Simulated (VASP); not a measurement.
Set up this calculation in VASP 6.6.1, as the native input.

| Item | Value |
| --- | --- |
| Task | single point |
| Functional | r2SCAN |
| Potentials or basis | VASP PAW PBE potentials, release 64 (Ti_sv, Al) |
| Cutoff | 520 eV |
| k mesh | 12 × 12 × 12 |
| Occupations | gaussian, width 0.1 eV |
| Spin | collinear spin |
| Starting moments | [0.3, 0.3, 1.5, 0.0] μB |
| Dipole correction | no |
| Further INCAR settings | ALGO = Normal; EDIFF = 1e-06; NBANDS = 32 |

Ti3Al:

```xyz
4
Lattice="0.0000 3.1304 3.1304 3.1304 0.0000 3.1304 3.1304 3.1304 0.0000" Properties=species:S:1:pos:R:3 pbc="T T T"
Ti    4.6956    4.6956    4.6956
Ti    1.5652    1.5652    1.5652
Ti    0.0000    0.0000    0.0000
Al    3.1304    3.1304    3.1304
```

These files were run (other wordings do the same):

POSCAR

```
Ti3Al
1.0
    0.0000000000      3.1303891258      3.1303891258
    3.1303891258      0.0000000000      3.1303891258
    3.1303891258      3.1303891258      0.0000000000
Ti Al
3 1
Direct
    0.7500000000      0.7500000000      0.7500000000
    0.2500000000      0.2500000000      0.2500000000
    0.0000000000      0.0000000000      0.0000000000
    0.5000000000      0.5000000000      0.5000000000
```

INCAR.step1

```
SYSTEM = Ti3Al
PREC = Accurate
ENCUT = 520
ISMEAR = 0
SIGMA = 0.1
LREAL = .False.
LASPH = .True.
NELM = 150
ISPIN = 2
MAGMOM = 0.3 0.3 1.5 0
LMAXMIX = 4
NBANDS = 32
GGA = PE
ALGO = Normal
EDIFF = 1E-4
LWAVE = .True.
LCHARG = .False.
```

INCAR.step2

```
SYSTEM = Ti3Al
PREC = Accurate
ENCUT = 520
EDIFF = 1E-6
ISMEAR = 0
SIGMA = 0.1
LREAL = .False.
LASPH = .True.
NELM = 150
ALGO = Normal
ISIF = 2
LWAVE = .False.
LCHARG = .False.
ISPIN = 2
MAGMOM = 0.3 0.3 1.5 0
LORBIT = 11
LMAXMIX = 4
METAGGA = R2SCAN
LMIXTAU = .True.
NBANDS = 32
ISTART = 1
```

KPOINTS

```
Automatic mesh
0
Gamma
  12 12 12
  0 0 0
```

Potentials or basis: VASP PAW PBE potentials, release 64 (Ti_sv, Al).

Launch:

```sh
$ cat potpaw_PBE.64/Ti_sv/POTCAR potpaw_PBE.64/Al/POTCAR > POTCAR
$ cp INCAR.step1 INCAR
$ mpirun -np 1 vasp_std > vasp.out
$ cp INCAR.step2 INCAR
$ mpirun -np 1 vasp_std > vasp.out
```

Results of the run:

| Item | Value |
| --- | --- |
| Pressure | 13.2 GPa |
| Net moment | 2.30 μB per cell |
| Site moments | Ti +0.26, +1.30 (each value once); Al -0.03 μB |
| Valence electrons inside the program's atomic spheres | Ti 10.32, 10.41 (each value once); Al 0.90 |

Caveat: the cell stands under pressure; the PAW data sets were made with another functional, which shifts forces and pressure a little.

It took 12 min on 1 thread of Intel(R) Xeon(R) 6975P-C (Granite Rapids), with other jobs on the host, peak memory 0.38 GiB.
